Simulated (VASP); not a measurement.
# HfGa2Te3 (P-4m2) in VASP: further runs, part 2 of 2

VASP 6.6.1.

### 3 Single point, PBE

This run uses another cell than the first one, of 25.27 Å³/atom.

File INCAR:

```
  PREC = Accurate
  ENCUT = 520
  EDIFF = 1E-7
  ISMEAR = 0
  SIGMA = 0.1
  LREAL = False
  LASPH = True
  NELM = 80
  ALGO = Normal
  ISIF = 2
  LWAVE = False
  LCHARG = False
  GGA = PE
  NBANDS = 36
```

File KPOINTS:

```
Automatic mesh
0
Gamma
  4 4 2
```

File POSCAR:

```
HfGa2Te3
1.0
    4.0689240815      0.0000000000      0.0000000000
    0.0000000000      4.0689240815      0.0000000000
    0.0000000000      0.0000000000      9.1592270925
Hf Ga Te
1 2 3
Direct
    0.5000000000      0.5000000000      0.0000000000
    0.5000000000      0.0000000000      0.7043093932
    0.0000000000      0.5000000000      0.2956906068
    0.5000000000      0.0000000000      0.3505682271
    0.0000000000      0.5000000000      0.6494317729
    0.0000000000      0.0000000000      0.0000000000
```

Potentials or basis: VASP PAW PBE potentials, release 64 (Hf_pv, Ga_d, Te).

Run with:

```console
cat potpaw_PBE.64/Hf_pv/POTCAR potpaw_PBE.64/Ga_d/POTCAR potpaw_PBE.64/Te/POTCAR > POTCAR
mpirun -np 1 vasp_std > vasp.out
```

OUTCAR:

```text
PREC = Accurate
   ENCUT = 520
   EDIFF = 1E-7
   ISMEAR = 0
   LREAL = False
   LASPH = True
   NELM = 80
   ISIF = 2
   GGA = PE

 ion  position               nearest neighbor table
   1  0.500  0.500  0.000-   6 2.88   6 2.88   6 2.88   6 2.88   3 3.39   3 3.39   2 3.39   2 3.39

   2  0.500  0.000  0.704-   5 2.92   5 2.92   5 2.92   5 2.92   4 3.24   1 3.39   1 3.39
   3  0.000  0.500  0.296-   4 2.92   4 2.92   4 2.92   4 2.92   5 3.24   1 3.39   1 3.39
   4  0.500  0.000  0.351-   3 2.92   3 2.92   3 2.92   3 2.92   2 3.24
   5  0.000  0.500  0.649-   2 2.92   2 2.92   2 2.92   2 2.92   3 3.24
   6  0.000  0.000  0.000-   1 2.88   1 2.88   1 2.88   1 2.88

  LATTYP: Found a simple tetragonal cell.
 ALAT       =     4.0689240815
 C/A-ratio  =     2.2510194118

  Lattice vectors:

 A1 = (   4.0689240815,   0.0000000000,   0.0000000000)
 A2 = (   0.0000000000,   4.0689240815,   0.0000000000)
 A3 = (   0.0000000000,   0.0000000000,   9.1592270925)

Analysis of symmetry for initial positions (statically):
=====================================================================
 Subroutine PRICEL returns:
 Original cell was already a primitive cell.

 Routine SETGRP: Setting up the symmetry group for a
 simple tetragonal supercell.

 Subroutine GETGRP returns: Found  8 space group operations
 (whereof  8 operations were pure point group operations)
 out of a pool of 16 trial point group operations.

The static configuration has the point symmetry D_2d.

Analysis of symmetry for dynamics (positions and initial velocities):
=====================================================================
 Subroutine PRICEL returns:
 Original cell was already a primitive cell.

 Routine SETGRP: Setting up the symmetry group for a
 simple tetragonal supercell.

 Subroutine GETGRP returns: Found  8 space group operations
 (whereof  8 operations were pure point group operations)
 out of a pool of 16 trial point group operations.
[... 116 lines left out ...]
     AMIX_MAG =   1.60;   BMIX_MAG =  1.00
  volume/ion in A,a.u.               =      25.27       170.55
  Fermi-wavevector in a.u.,A,eV,Ry     =   1.160380  2.192799 18.319984  1.346481
  Thomas-Fermi vector in A             =   2.296963
   LORBIT       =      0    0 simple, 1 ext, 2 COOP (PROOUT), +10 PAW based schemes
   GGA     = PE    functional components
   LHFCALC =     F    Hartree Fock is set to
   AEXX    =    0.0000 exact exchange contribution
   IVDW    =     0    specifies the selected vdW correction
   LEPSILON=     F    determine dielectric tensor
   LRPA    =     F    only Hartree local field effects (RPA)
 non-spin polarized calculation
 Gauss-broadening in eV      SIGMA  =   0.10
  energy-cutoff  :      520.00
  volume of cell :      151.64
 maximum number of plane-waves:      4111
   NGX = 15   NGY = 15   NGZ = 35

 number of electron      54.0000052 magnetization

 Free energy of the ion-electron system (eV)
  ---------------------------------------------------
  ext. energy  EPLUGINS =         0.00000000
  ---------------------------------------------------
  free energy    TOTEN  =       -25.46034802 eV

  energy without entropy =      -25.44519738  energy(sigma->0) =      -25.45277270

 E-fermi :   6.6604     XC(G=0): -10.2408

 val. band max:        6.4982513950   @ k =   0.5000   0.5000   0.5000
 cond. band min:       6.6639525820   @ k =   0.2500   0.0000   0.0000
 fundamental gap:      0.1657011870
 Fermi energy:         6.6603995469

 k-point     1 :       0.0000    0.0000    0.0000
  band No.  band energies     occupation
      1     -25.7081      2.00000
      2     -25.7081      2.00000
      3     -25.7068      2.00000
      4      -8.2927      2.00000
      5      -8.2763      2.00000
      6      -8.2445      2.00000
[... 457 lines left out ...]
     35      10.3873      0.00000
     36      10.3873      0.00000

------------------------ aborting loop because EDIFF is reached ----------------------------------------

  FORCE on cell =-STRESS in cart. coord.  units (eV):
  Direction    XX          YY          ZZ          XY          YZ          ZX
  --------------------------------------------------------------------------------------
  -------------------------------------------------------------------------------------
  Total       -0.1228909     -0.1228909     -0.1503659      0.0000000     -0.0000000      0.0000000
  in kB       -1.2984112     -1.2984112     -1.5887006      0.0000000     -0.0000000      0.0000000
  external PRESSURE =      -1.3951743 kB  Pullay stress =       0.0000000 kB

 VOLUME and BASIS-vectors are now :
 -----------------------------------------------------------------------------
  energy-cutoff  :      520.00
  volume of cell :      151.64
      direct lattice vectors                 reciprocal lattice vectors
     4.068924081  0.000000000  0.000000000     0.245765215  0.000000000  0.000000000
     0.000000000  4.068924081  0.000000000     0.000000000  0.245765215  0.000000000
     0.000000000  0.000000000  9.159227093     0.000000000  0.000000000  0.109179518

 POSITION                                       TOTAL-FORCE (eV/Angst)
 -----------------------------------------------------------------------------------
      2.03446      2.03446      0.00000        -0.000000     -0.000000      0.000000
      2.03446      0.00000      6.45093         0.000000      0.000000     -0.015842
      0.00000      2.03446      2.70830        -0.000000      0.000000      0.015842
      2.03446      0.00000      3.21093        -0.000000      0.000000     -0.022618
      0.00000      2.03446      5.94829        -0.000000      0.000000      0.022618
      0.00000      0.00000      0.00000        -0.000000      0.000000      0.000000
 -----------------------------------------------------------------------------------
    total drift:                                0.000000      0.000000     -0.000000

  FREE ENERGIE OF THE ION-ELECTRON SYSTEM (eV)
  ---------------------------------------------------
  free  energy   TOTEN  =       -25.4603480201 eV

  energy  without entropy=      -25.4451973825  energy(sigma->0) =      -25.45277270
```

OSZICAR:

```text
N       E                     dE             d eps       ncg     rms          rms(c)
DAV:   1     0.424107145373E+03    0.42411E+03   -0.24031E+04   900   0.183E+03
[... 15 lines left out ...]
DAV:  17    -0.254603692328E+02    0.11696E-03   -0.28622E-04  1032   0.527E-02    0.153E-01
DAV:  18    -0.254603650659E+02    0.41670E-05   -0.24485E-05  1136   0.194E-02    0.121E-01
DAV:  19    -0.254603523595E+02    0.12706E-04   -0.16585E-05  1008   0.128E-02    0.815E-02
DAV:  20    -0.254603471930E+02    0.51665E-05   -0.24763E-05  1004   0.156E-02    0.283E-02
DAV:  21    -0.254603478585E+02   -0.66551E-06   -0.26483E-06  1148   0.657E-03    0.493E-03
DAV:  22    -0.254603480586E+02   -0.20009E-06   -0.24247E-07   868   0.184E-03    0.358E-03
DAV:  23    -0.254603480201E+02    0.38528E-07   -0.20690E-08   532   0.800E-04
   1 F= -.25460348E+02 E0= -.25452773E+02  d E =-.151506E-01
```

stdout:

```text
POSCAR found type information on POSCAR HfGaTe
 POSCAR found :  3 types and       6 ions
 scaLAPACK will be used
 LDA part: xc-table for (Slater+PW92), standard interpolation
 POSCAR, INCAR and KPOINTS ok, starting setup
 FFT: planning ... GRIDC
 FFT: planning ... GRID_SOFT
 FFT: planning ... GRID
 WAVECAR not read
 entering main loop
```

Wall time 47 s (1 thread of AMD EPYC 9R45 (Zen 5), shared host); peak memory 0.24 GiB.

What came out:

```
Free energy            : -25.4603 eV
Pressure               : -0.1 GPa
Largest force          : 0.023 eV/Å
Band gap on the k mesh : zero (bands 27 and 28 overlap by 1.33 eV)
```

Forces in eV/Å, atoms in the order of the input:
```
Hf   0.000  0.000  0.000
Ga   0.000  0.000 -0.016
Ga   0.000  0.000  0.016
Te   0.000  0.000 -0.023
Te   0.000  0.000  0.023
Te   0.000  0.000  0.000
```

Levels at points of the mesh, in eV from the Fermi level:
| k point | band 23 | band 24 | band 25 | band 26 | band 27 | band 28 | band 29 | band 30 | band 31 | band 32 |
| --- | --- | --- | --- | --- | --- | --- | --- | --- | --- | --- |
| (0.00, 0.00, 0.00) | -2.02 | -1.97 | -1.97 | -1.86 | -1.86 | 0.07 | 0.79 | 0.85 | 0.85 | 0.85 |
| (0.50, 0.00, 0.00) | -2.22 | -0.98 | -0.84 | -0.33 | 0.43 | 0.73 | 0.75 | 1.37 | 1.47 | 2.11 |
| (0.50, 0.50, 0.00) | -4.49 | -4.19 | -1.41 | -1.07 | -1.07 | -0.71 | -0.57 | -0.57 | 0.78 | 1.82 |
| (0.00, 0.00, 0.50) | -2.69 | -1.45 | -1.25 | -1.25 | -1.03 | -0.90 | 0.07 | 0.58 | 0.62 | 0.62 |
| (0.50, 0.00, 0.50) | -1.03 | -0.87 | -0.60 | -0.55 | 0.34 | 0.62 | 0.79 | 1.36 | 1.74 | 2.29 |
| (0.50, 0.50, 0.50) | -3.84 | -3.84 | -2.63 | -2.63 | -2.05 | -0.16 | 1.02 | 1.04 | 1.04 | 1.81 |

Caveat: the k points lie up to 0.39 Å⁻¹ apart, too coarse for converged energies and pressures of a metal; spin-orbit coupling is left out, which moves the levels of the heavy elements.

### 4 Relaxation of cell and atoms, PBE

File INCAR:

```
SYSTEM = HfGa2Te3
ALGO = Normal
EDIFF = 1E-6
EDIFFG = -0.04
ENCUT = 600
GGA = PE
IBRION = 2
ISIF = 3
ISMEAR = 0
LASPH = .TRUE.
LCHARG = .FALSE.
LREAL = .FALSE.
LWAVE = .FALSE.
NELM = 60
NSW = 90
PREC = Accurate
SIGMA = 0.1
```

File KPOINTS:

```
k-points
0
G
  4 4 2
  0 0 0
```

File POSCAR:

```
HfGa2Te3
1.0
    4.0885460300      0.0000000000      0.0000000000
    0.0000000000      4.0885460300      0.0000000000
    0.0000000000      0.0000000000      8.9228719000
Hf Ga Te
1 2 3
Direct
    0.5000000000      0.5000000000      0.0000000000
    0.5000000000      0.0000000000      0.7391800300
    0.0000000000      0.5000000000      0.2608199700
    0.5000000000      0.0000000000      0.3822810100
    0.0000000000      0.5000000000      0.6177189900
    0.0000000000      0.0000000000      0.0000000000
```

Run with:

```console
cat potpaw_PBE.64/Hf_pv/POTCAR potpaw_PBE.64/Ga_d/POTCAR potpaw_PBE.64/Te/POTCAR > POTCAR
mpirun -np 1 vasp_std > vasp.out
```

It took 6.8 min on 1 thread of AMD EPYC 9R45 (Zen 5), shared host; peak memory 0.32 GiB.

It converged, with:

| Quantity | Value |
| --- | --- |
| Free energy | -25.4563 eV |
| Relaxed volume | 25.33 Å³/atom |
| Relaxed cell | a = 4.053 Å, b = 4.053 Å, c = 9.250 Å, α = 90.00°, β = 90.00°, γ = 90.00° |
| Space group after relaxing (to 0.1 Å) | P-4m2 (No. 115) |
| Energy gained by relaxing | 76.9 meV/atom |
| Ionic steps | 15 |
| Pressure after relaxing | -0.1 GPa |
| Largest force after relaxing | 0.029 eV/Å |
| Band gap on the k mesh | zero (bands 27 and 28 overlap by 1.44 eV) |

Forces in eV/Å, atoms in the order of the input:
```
Hf   0.000  0.000  0.000
Ga   0.000  0.000 -0.029
Ga   0.000  0.000  0.029
Te   0.000  0.000 -0.011
Te   0.000  0.000  0.011
Te   0.000  0.000  0.000
```

Stress tensor (GPa, compression positive):
```
 0.01  0.00  0.00
 0.00  0.01  0.00
 0.00  0.00 -0.20
```

The path:
| step | energy change (eV) | largest force (eV/Å) | pressure (GPa) | volume (Å³) |
| --- | --- | --- | --- | --- |
| 1 | 0.0000 | 0.8112 | 0.65 | 149.16 |
| 2 | -0.1362 | 0.6359 | -0.18 | 151.33 |
| 3 | -0.3117 | 0.4152 | -1.57 | 156.08 |
| 4 | -0.2728 | 0.1784 | -2.38 | 165.38 |
| 5 | -0.3594 | 0.3115 | -2.27 | 159.71 |
| 6 | -0.3993 | 0.1132 | 0.92 | 152.55 |
| 7 | -0.4106 | 0.1823 | -0.15 | 154.75 |
| 8 | -0.4331 | 0.1394 | -0.07 | 153.55 |
| 9 | -0.4513 | 0.0944 | 0.21 | 151.59 |
| 10 | -0.4541 | 0.0794 | 0.39 | 150.59 |
| 11 | -0.4541 | 0.0766 | 0.44 | 150.33 |
| 12 | -0.4559 | 0.0834 | -0.40 | 152.37 |
| 13 | -0.4567 | 0.0811 | -0.12 | 151.63 |
| 14 | -0.4591 | 0.0614 | -0.14 | 151.75 |
| 15 | -0.4612 | 0.0293 | -0.06 | 151.95 |

Final structure:
```
Hf Ga Te
1.0
     4.05294    0.00000    0.00000
     0.00000    4.05294    0.00000
     0.00000    0.00000    9.25045
Hf Ga Te
1 2 3
Cartesian
  2.0265 2.0265 0.0000
  2.0265 0.0000 6.5699
  0.0000 2.0265 2.6805
  2.0265 0.0000 3.2422
  4.0529 2.0265 6.0083
  0.0000 0.0000 0.0000
```

Levels at points of the mesh, in eV from the Fermi level:
| k point | band 25 | band 26 | band 27 | band 28 | band 29 | band 30 |
| --- | --- | --- | --- | --- | --- | --- |
| (0.00, 0.00, 0.00) | -1.94 | -1.82 | -1.82 | 0.07 | 0.75 | 0.81 |
| (0.50, 0.00, 0.00) | -0.77 | -0.45 | 0.44 | 0.77 | 0.77 | 1.37 |
| (0.50, 0.50, 0.00) | -1.46 | -1.10 | -1.10 | -0.71 | -0.58 | -0.58 |
| (0.00, 0.00, 0.50) | -1.24 | -1.24 | -1.00 | -1.00 | 0.07 | 0.60 |
| (0.50, 0.00, 0.50) | -0.67 | -0.62 | 0.32 | 0.60 | 0.82 | 1.43 |
| (0.50, 0.50, 0.50) | -2.56 | -2.56 | -2.08 | -0.17 | 0.95 | 0.95 |

Caveat: the k points lie up to 0.39 Å⁻¹ apart in the final cell, too coarse for converged energies and pressures of a metal; spin-orbit coupling is left out, which moves the levels of the heavy elements.

### 5 Overview

```csv
task,cell,cutoff (eV),gap on the mesh (eV),pressure (GPa),largest force (eV/Å)
single point,"a = 4.089, b = 4.089, c = 8.923 Å, 6 atoms, atomic positions A",520,none,0.7,0.81
single point,"a = 4.069, b = 4.069, c = 9.159 Å, 6 atoms, atomic positions B",520,none,-0.1,0.02
relaxation of cell and atoms,"relaxed from a = 4.089, b = 4.089, c = 8.923 Å, 6 atoms, atomic positions A",600,none,-0.1,0.03
```

Alike in all rows: level PBE; potentials or basis VASP PAW PBE potentials, release 64 (Hf_pv, Ga_d, Te); no spin polarisation; k mesh 4 × 4 × 2; smearing gaussian 0.1 eV.

Caveats: all runs use coarse meshes; spin-orbit coupling is left out, which moves the levels of the heavy elements.

Total energies depend on the potentials used, so only differences within one code and one set of settings carry meaning.

The gap in the log of VASP goes by the Fermi energy; the results here count the filled bands.